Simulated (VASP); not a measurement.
Wanted: the native input for a VASP 6.6.1 run.

| Item | Value |
| --- | --- |
| Task | relaxation of cell and atoms |
| Functional | PBE |
| Potentials or basis | VASP PAW PBE potentials, release 64 (Si, Ge_d) |
| Cutoff | 600 eV |
| k mesh | 10 × 10 × 10 |
| Occupations | gaussian, width 0.1 eV |
| Spin | no spin polarisation |
| Dipole correction | no |
| Further INCAR settings | ALGO = Fast; EDIFF = 1e-06; IBRION = 2; EDIFFG = -0.01; NSW = 100; ISIF = 3 |

The structure of SiGe2 lies in POSCAR:

```
SiGe2
1.0
   -3.2170156619      3.2170156619      2.6426456624
    3.2170156619     -3.2170156619      2.6426456624
    3.2170156619      3.2170156619     -2.6426456624
Si Ge
2 4
Direct
    0.2500000000      0.2500000000      0.0000000000
    0.7500000000      0.7500000000      0.0000000000
    0.6469738274      0.8530261726      0.5000000000
    0.8530261726      0.3530261726      0.2060523452
    0.3530261726      0.1469738274      0.5000000000
    0.1469738274      0.6469738274      0.7939476548
```

The cell was generated, and may not be a known phase.

One way to write it, as run:

INCAR

```
PREC     = Accurate       # precision mode
ENCUT    = 600            # plane-wave cutoff, eV
EDIFF    = 1E-6           # SCF threshold, eV
ISMEAR   = 0              # smearing method
SIGMA    = 0.1            # smearing width, eV
LREAL    = False          # projectors in reciprocal space
LASPH    = True           # aspherical terms in the spheres
NELM     = 100            # most SCF steps
ALGO     = Fast           # electronic algorithm
ISIF     = 3              # what is computed and relaxed
LWAVE    = False          # write WAVECAR
LCHARG   = False          # write CHGCAR
GGA      = PE             # functional
IBRION   = 2              # ionic algorithm
NSW      = 100            # ionic steps
EDIFFG   = -0.01          # ionic threshold
```

KPOINTS

```
regular mesh
0
Gamma
  10 10 10
```

Potentials or basis: VASP PAW PBE potentials, release 64 (Si, Ge_d).

Command:

```bash
$ cat potpaw_PBE.64/Si/POTCAR potpaw_PBE.64/Ge_d/POTCAR > POTCAR
$ mpirun -np 1 vasp_std > vasp.out
```

Results of the run:

The relaxed volume is 18.20 Å³/atom and the relaxed cell is a = 5.263 Å, b = 5.263 Å, c = 5.263 Å, α = 104.36°, β = 104.36°, γ = 120.27°. The space group after relaxing (to 0.1 Å) is I4/mcm (No. 140). The energy gained by relaxing is 0.5 meV/atom, the ionic steps are 9 and the pressure after relaxing is 0.0 GPa. The band gap on the k mesh is zero (bands 32 and 33 overlap by 4.31 eV).

Run time: 60 min on 1 thread of Oxide Virtual Turin-like Processor, with other jobs on the host, peak memory 0.51 GiB.
